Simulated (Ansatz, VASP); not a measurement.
**HfH5: VASP beside Ansatz**

The input INCAR:

```
SYSTEM = HfH5
ALGO     = Normal         ! electronic algorithm
EDIFF    = 1E-6           ! SCF threshold, eV
EDIFFG   = -0.01          ! ionic threshold
ENCUT    = 600            ! plane-wave cutoff, eV
GGA      = PE             ! functional
IBRION   = 2              ! ionic algorithm
ISIF     = 3              ! what is computed and relaxed
ISMEAR   = 0              ! smearing method
LASPH    = .True.         ! aspherical terms in the spheres
LCHARG   = .False.        ! write CHGCAR
LREAL    = .False.        ! projectors in reciprocal space
LWAVE    = .False.        ! write WAVECAR
NELM     = 80             ! most SCF steps
NSW      = 100            ! ionic steps
PREC     = Accurate       ! precision mode
SIGMA    = 0.1            ! smearing width, eV
```

KPOINTS

```
k-points
0
Gamma
  6 6 12
  0 0 0
```

Contents of POSCAR:

```
HfH5
1.0
    7.7410318968      0.0000000000      0.0000000000
   -3.8705159484      6.7039302741      0.0000000000
    0.0000000000      0.0000000000      3.3190205606
Hf H
1 5
Direct
    0.0000000000      0.0000000000      0.0000000000
    0.6666666667      0.3333333333      0.6129699842
    0.6666666667      0.3333333333      0.3870300158
    0.8624643972      0.1375356028      0.0000000000
    0.8624643972      0.7249287943      0.0000000000
    0.2750712057      0.1375356028      0.0000000000
```

Input for Ansatz:

```yaml
crystal:
  lattice:
    - [7.7410318968, 0.0, 0.0]
    - [-3.8705159484, 6.7039302741, 0.0]
    - [0.0, 0.0, 3.3190205606]
  atoms:
    - { symbol: Hf, position: [0.0, 0.0, 0.0] }
    - { symbol: H, position: [0.6666666667, 0.3333333333, 0.6129699842] }
    - { symbol: H, position: [0.6666666667, 0.3333333333, 0.3870300158] }
    - { symbol: H, position: [0.8624643972, 0.1375356028, 0.0] }
    - { symbol: H, position: [0.8624643972, 0.7249287943, 0.0] }
    - { symbol: H, position: [0.2750712057, 0.1375356028, 0.0] }
basis:
  ecutwfc: 420
kpoints:
  mp_grid: { grid: [6, 6, 12] }
hamiltonian:
  xc: pbe
scf:
  occupations: { method: gaussian, width: 0.1 }
output:
  forces: true
  stress: true
  eigenvalues: true
  write_density: true
  write_potential: true
  elf: true
  volumetric_format: npy
relax:
  adjacent_minimum: "off"
  f_tol: 0.01
  max_steps: 80
  cell: { stress_tol: 0.05 }
```

Alike in both runs: task relaxation of cell and atoms; functional PBE; k mesh 6 × 6 × 12; occupations gaussian, width 0.1 eV; no spin polarisation.

|  | VASP | Ansatz |
| --- | --- | --- |
| version | VASP 6.6.1 | Ansatz 0.2.0 |
| potentials or method | VASP PAW PBE potentials, release 64 (Hf_pv, H), cutoff 600 eV | scalar-relativistic, plane waves, PAW |
| valence electrons in the cell | 15 | 31 |

|  | VASP | Ansatz | Ansatz less VASP |
| --- | --- | --- | --- |
| gap on the k mesh at the Fermi level, each at its own relaxed structure (eV) | none | none | - |
| relaxed volume (Å³/atom) | 32.44 | 31.98 | -0.465 |
| relaxed cell length with the largest relative difference (Å) | 8.184 | 8.120 | -0.0642 |

A gap of «none» marks a metal or a gap that the smearing closes. VASP's potentials hold 15 valence electrons a cell and Ansatz's 31, so a difference there can come from the potentials and not from the codes. Ansatz's warnings: xc potential rough in thin density.

Neither program's run includes spin-orbit coupling.
